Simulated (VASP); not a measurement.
# Al12C in VASP: notebook

Runs on Al12C. Level: PBE. Tasks: single point.

Everything below comes from runs of VASP 6.6.1. Logs are shortened: lines on timing, memory, paths and dates and some standing lists are left out, and cuts for length are marked.

### 1 The cell of the first run

The cell holds a slab with vacuum, 13 atoms: a = 5.714 Å, b = 5.714 Å, c = 19.675 Å, α = 90.00°, β = 90.00°, γ = 90.00°.

### 2 Single point, PBE

The input, INCAR:

```
ALGO = Normal
DIPOL = 0.5 0.5 0.325
EDIFF = 1E-7
ENCUT = 520
GGA = PE
IDIPOL = 3
ISIF = 2
ISMEAR = 0
LASPH = T
LCHARG = T
LDIPOL = T
LELF = T
LREAL = F
LVACPOTAV = T
LVHAR = T
LWAVE = F
NBANDS = 32
NELM = 100
PREC = Accurate
SIGMA = 0.1
```

The input, KPOINTS:

```
k-points
0
Gamma
  5 5 1
```

The input, POSCAR:

```
Al12C
1.0
    5.7143028096      0.0000000000      0.0000000000
    0.0000000000      5.7143028096      0.0000000000
    0.0000000000      0.0000000000     19.6750228481
Al C
12 1
Direct
    0.2500000000      0.2500000000      0.2033034488
    0.2500000000      0.7500000000      0.2033034488
    0.7500000000      0.2500000000      0.2033034488
    0.7500000000      0.7500000000      0.2033034488
    0.0000000000      0.0000000000      0.3092772432
    0.0000000000      0.5000000000      0.3092772432
    0.5000000000      0.0000000000      0.3092772432
    0.5000000000      0.5000000000      0.3092772432
    0.2500000000      0.2500000000      0.4155025847
    0.2500000000      0.7500000000      0.4155025847
    0.7500000000      0.2500000000      0.4155025847
    0.7500000000      0.7500000000      0.4155025847
    0.2500000000      0.2500000000      0.5126162317
```

Potentials or basis: VASP PAW PBE potentials, release 64 (Al, C).

On the command line:

```
$ cat potpaw_PBE.64/Al/POTCAR potpaw_PBE.64/C/POTCAR > POTCAR
$ mpirun -np 1 vasp_std > vasp.out
```

OUTCAR:

```text
EDIFF = 1E-7
   ENCUT = 520
   GGA = PE
   ISIF = 2
   ISMEAR = 0
   LASPH = T
   LREAL = F
   NELM = 100
   PREC = Accurate

 ion  position               nearest neighbor table
   1  0.250  0.250  0.203-   2 2.86   3 2.86   2 2.86   3 2.86   7 2.90   8 2.90   5 2.90   6 2.90

   2  0.250  0.750  0.203-   1 2.86   4 2.86   1 2.86   4 2.86   7 2.90   8 2.90   5 2.90   6 2.90

   3  0.750  0.250  0.203-   1 2.86   4 2.86   4 2.86   1 2.86   7 2.90   8 2.90   5 2.90   6 2.90
[... 15 lines left out ...]
  11  0.750  0.250  0.416-   9 2.86  12 2.86  12 2.86   9 2.86   5 2.91   6 2.91   7 2.91   8 2.91

  12  0.750  0.750  0.416-  10 2.86  11 2.86  11 2.86  10 2.86   5 2.91   6 2.91   7 2.91   8 2.91

  13  0.250  0.250  0.513-   9 1.91

  LATTYP: Found a simple tetragonal cell.
 ALAT       =     5.7143028096
 C/A-ratio  =     3.4431186977

  Lattice vectors:

 A1 = (   5.7143028096,   0.0000000000,   0.0000000000)
 A2 = (   0.0000000000,   5.7143028096,   0.0000000000)
 A3 = (   0.0000000000,   0.0000000000,  19.6750228481)

Analysis of symmetry for initial positions (statically):
=====================================================================
 Subroutine PRICEL returns:
 Original cell was already a primitive cell.

 Routine SETGRP: Setting up the symmetry group for a
 simple tetragonal supercell.

 Subroutine GETGRP returns: Found  8 space group operations
 (whereof  2 operations were pure point group operations)
 out of a pool of 16 trial point group operations.

The static configuration has the point symmetry C_1h.
 The point group associated with its full space group is C_4v.

Analysis of symmetry for dynamics (positions and initial velocities):
=====================================================================
 Subroutine PRICEL returns:
 Original cell was already a primitive cell.

 Routine SETGRP: Setting up the symmetry group for a
 simple tetragonal supercell.

 Subroutine GETGRP returns: Found  8 space group operations
 (whereof  2 operations were pure point group operations)
 out of a pool of 16 trial point group operations.

The dynamic configuration has the point symmetry C_1h.
 The point group associated with its full space group is C_4v.

 Subroutine INISYM returns: Found  8 space group operations
 (whereof  2 operations are pure point group operations),
 and found     1 'primitive' translations

----------------------------------------------------------------------------------------

                                     Primitive cell

  volume of cell :     642.4536

  direct lattice vectors                    reciprocal lattice vectors
     5.714302810  0.000000000  0.000000000     0.174999476  0.000000000  0.000000000
     0.000000000  5.714302810  0.000000000     0.000000000  0.174999476  0.000000000
     0.000000000  0.000000000 19.675022848     0.000000000  0.000000000  0.050825862

  length of vectors
     5.714302810  5.714302810 19.675022848     0.174999476  0.174999476  0.050825862

  position of ions in fractional coordinates (direct lattice)
     0.250000000  0.250000000  0.203303449
     0.250000000  0.750000000  0.203303449
     0.750000000  0.250000000  0.203303449
     0.750000000  0.750000000  0.203303449
     0.000000000  0.000000000  0.309277243
     0.000000000  0.500000000  0.309277243
     0.500000000  0.000000000  0.309277243
     0.500000000  0.500000000  0.309277243
     0.250000000  0.250000000  0.415502585
     0.250000000  0.750000000  0.415502585
     0.750000000  0.250000000  0.415502585
     0.750000000  0.750000000  0.415502585
     0.250000000  0.250000000  0.512616232

  ion indices of the primitive-cell ions
   primitive index   ion index
                 1           1
                 2           2
                 3           3
                 4           4
                 5           5
                 6           6
                 7           7
                 8           8
                 9           9
                10          10
                11          11
                12          12
                13          13

----------------------------------------------------------------------------------------

 KPOINTS: k-points

Automatic generation of k-mesh.
 Grid dimensions read from file:
 generate k-points for:    5    5    1

 Generating k-lattice:

  Cartesian coordinates                     Fractional coordinates (reciprocal lattice)
     0.034999895  0.000000000  0.000000000     0.200000000  0.000000000  0.000000000
     0.000000000  0.034999895  0.000000000     0.000000000  0.200000000  0.000000000
     0.000000000  0.000000000  0.050825862     0.000000000  0.000000000  1.000000000

  Length of vectors
     0.034999895  0.034999895  0.050825862

  Shift w.r.t. Gamma in fractional coordinates (k-lattice)
     0.000000000  0.000000000  0.000000000

 Subroutine IBZKPT returns following result:
 ===========================================

 Found      6 irreducible k-points:

 Following reciprocal coordinates:
            Coordinates               Weight
  0.000000  0.000000  0.000000      1.000000
  0.200000  0.000000  0.000000      4.000000
  0.400000  0.000000  0.000000      4.000000
  0.200000  0.200000  0.000000      4.000000
  0.400000  0.200000  0.000000      8.000000
  0.400000  0.400000  0.000000      4.000000
   k-points           NKPTS =      6   k-points in BZ     NKDIM =      6   number of bands    NBANDS=     32
   number of dos      NEDOS =    301   number of ions     NIONS =     13
   total plane-waves  NPLWV = 264600
   dimension x,y,z NGX =    42 NGY =   42 NGZ =  150
   dimension x,y,z NGXF=    84 NGYF=   84 NGZF=  300
   ions per type =              12   1
   NGX,Y,Z   is equivalent  to a cutoff of  12.22, 12.22, 12.67 a.u.
   NGXF,Y,Z  is equivalent  to a cutoff of  24.44, 24.44, 25.35 a.u.
 SYSTEM =  unknown system
   PREC   = accura    normal or accurate (medium, high low for compatibility)
   ISTART =      0    job   : 0-new  1-cont  2-samecut
   ICHARG =      2    charge: 1-file 2-atom 10-const
   ISPIN  =      1    spin polarized calculation?
   LNONCOLLINEAR =      F non collinear calculations
   LSORBIT =      F    spin-orbit coupling
   LASPH  =      T    aspherical Exc in radial PAW
   ENCUT  =  520.0 eV  38.22 Ry    6.18 a.u.  10.62 10.62 36.58*2*pi/ulx,y,z
   NELM   =    100;   NELMIN=  2; NELMDL= -5     # of ELM steps
   EDIFF  = 0.1E-06   stopping-criterion for ELM
   LREAL  =      F    real-space projection
   EDIFFG = 0.1E-05   stopping-criterion for IOM
   NSW    =      0    number of steps for IOM
   IBRION =     -1    ionic relax: 0-MD 1-quasi-New 2-CG
   NFREE  =      0    steps in history (QN), initial steepest desc. (CG)
   ISIF   =      2    stress and relaxation
   ISYM   =      2    0-nonsym 1-usesym 2-fastsym
   POTIM  = 0.5000    time-step for ionic-motion
   TEBEG  =    0.0;   TEEND  =   0.0 temperature during run
   PSTRESS=    0.0 pullay stress
   NELECT =      40.0000    total number of electrons
   NUPDOWN=      -1.0000    fix difference up-down
   EMIN   =  10.00;   EMAX   =-10.00  energy-range for DOS
   EFERMI =   0.00;   METHOD = LEGACY
   ISMEAR =     0;   SIGMA  =   0.10  broadening in eV -4-tet -1-fermi 0-gaus
   EFERMI_NEDOS =   21; number of points for ismear=-14 and -15
   IALGO  =     38    algorithm
   IMIX   =      4    mixing-type and parameters
     AMIX     =   0.40;   BMIX     =  1.00
     AMIX_MAG =   1.60;   BMIX_MAG =  1.00
  volume/ion in A,a.u.               =      49.42       333.50
  Fermi-wavevector in a.u.,A,eV,Ry     =   0.648855  1.226158  5.728225  0.421013
  Thomas-Fermi vector in A             =   1.717622
   LORBIT       =      0    0 simple, 1 ext, 2 COOP (PROOUT), +10 PAW based schemes
   GGA     = PE    functional components
   LHFCALC =     F    Hartree Fock is set to
   AEXX    =    0.0000 exact exchange contribution
   IVDW    =     0    specifies the selected vdW correction
   LEPSILON=     F    determine dielectric tensor
   LRPA    =     F    only Hartree local field effects (RPA)
 non-spin polarized calculation
 Gauss-broadening in eV      SIGMA  =   0.10
  energy-cutoff  :      520.00
  volume of cell :      642.45
 maximum number of plane-waves:     17320
   NGX = 21   NGY = 21   NGZ = 73

 dipolmoment           0.000000      0.000000     -0.002646 electrons x Angstroem

 number of electron      39.9999999 magnetization

 dipolmoment           0.000000      0.000000      0.290855 electrons x Angstroem

 Free energy of the ion-electron system (eV)
  ---------------------------------------------------
  ext. energy  EPLUGINS =         0.00000000
  ---------------------------------------------------
  free energy    TOTEN  =       -45.19024271 eV

  energy without entropy =      -45.16935143  energy(sigma->0) =      -45.17979707

 E-fermi :  -0.9666     XC(G=0):  -4.3914

 val. band max:       -1.0480840795   @ k =   0.4000   0.4000   0.0000
 cond. band min:      -0.9053061667   @ k =   0.0000   0.0000   0.0000
 fundamental gap:      0.1427779129
 Fermi energy:        -0.9665686747

 k-point     1 :       0.0000    0.0000    0.0000
  band No.  band energies     occupation
      1     -11.1002      2.00000
      2     -10.0693      2.00000
      3      -8.5887      2.00000
      4      -6.6329      2.00000
      5      -6.5777      2.00000
      6      -6.5190      2.00000
[... 199 lines left out ...]
     31       2.1350      0.00000
     32       2.1868      0.00000

------------------------ aborting loop because EDIFF is reached ----------------------------------------

  FORCE on cell =-STRESS in cart. coord.  units (eV):
  Direction    XX          YY          ZZ          XY          YZ          ZX
  --------------------------------------------------------------------------------------
  -------------------------------------------------------------------------------------
  Total       -8.9959038     -8.9959038      0.0102381      0.0000000      0.0000000     -0.0000000
  in kB      -22.4343576    -22.4343576      0.0255323      0.0000000      0.0000000     -0.0000000
  external PRESSURE =     -14.9477277 kB  Pullay stress =       0.0000000 kB

 VOLUME and BASIS-vectors are now :
 -----------------------------------------------------------------------------
  energy-cutoff  :      520.00
  volume of cell :      642.45
      direct lattice vectors                 reciprocal lattice vectors
     5.714302810  0.000000000  0.000000000     0.174999476  0.000000000  0.000000000
     0.000000000  5.714302810  0.000000000     0.000000000  0.174999476  0.000000000
     0.000000000  0.000000000 19.675022848     0.000000000  0.000000000  0.050825862

 POSITION                                       TOTAL-FORCE (eV/Angst)
 -----------------------------------------------------------------------------------
      1.42858      1.42858      4.00000         0.000000      0.000000     -0.057713
      1.42858      4.28573      4.00000         0.000000      0.000000     -0.033293
      4.28573      1.42858      4.00000        -0.000000      0.000000     -0.033293
      4.28573      4.28573      4.00000         0.000000      0.000000      0.088337
      0.00000      0.00000      6.08504         0.029015      0.029015      0.018557
      0.00000      2.85715      6.08504         0.029015     -0.029015      0.018557
      2.85715      0.00000      6.08504        -0.029015      0.029015      0.018557
      2.85715      2.85715      6.08504        -0.029015     -0.029015      0.018557
      1.42858      1.42858      8.17502         0.000000      0.000000     -0.867304
      1.42858      4.28573      8.17502         0.000000      0.000000      0.398108
      4.28573      1.42858      8.17502         0.000000      0.000000      0.398108
      4.28573      4.28573      8.17502         0.000000      0.000000      0.023047
      1.42858      1.42858     10.08574        -0.000000     -0.000000      0.009776
 -----------------------------------------------------------------------------------
    total drift:                                0.000000      0.000000     -0.000119

  FREE ENERGIE OF THE ION-ELECTRON SYSTEM (eV)
  ---------------------------------------------------
  free  energy   TOTEN  =       -45.1902427101 eV

  energy  without entropy=      -45.1693514254  energy(sigma->0) =      -45.17979707

 vacuum level on the upper side and lower side of the slab         5.116         3.505
```

Wall time 2.3 min (1 thread of Intel Xeon 6975P-C (Granite Rapids), shared host); peak memory 0.59 GiB.

Results:

| Property | Result |
| --- | --- |
| Free energy | -45.1902 eV |
| Largest force | 0.867 eV/Å |
| Band gap on the k mesh | zero (band 20 reaches -0.51 eV, above the bottom of band 21 at -1.29 eV) |

Forces on the atoms (eV/Å):
```
Al   0.000  0.000 -0.058
Al   0.000  0.000 -0.033
Al   0.000  0.000 -0.033
Al   0.000  0.000  0.088
Al   0.029  0.029  0.019
Al   0.029 -0.029  0.019
Al  -0.029  0.029  0.019
Al  -0.029 -0.029  0.019
Al   0.000  0.000 -0.867
Al   0.000  0.000  0.398
Al   0.000  0.000  0.398
Al   0.000  0.000  0.023
C    0.000  0.000  0.010
```

(Part 1 of 2 ends here.)
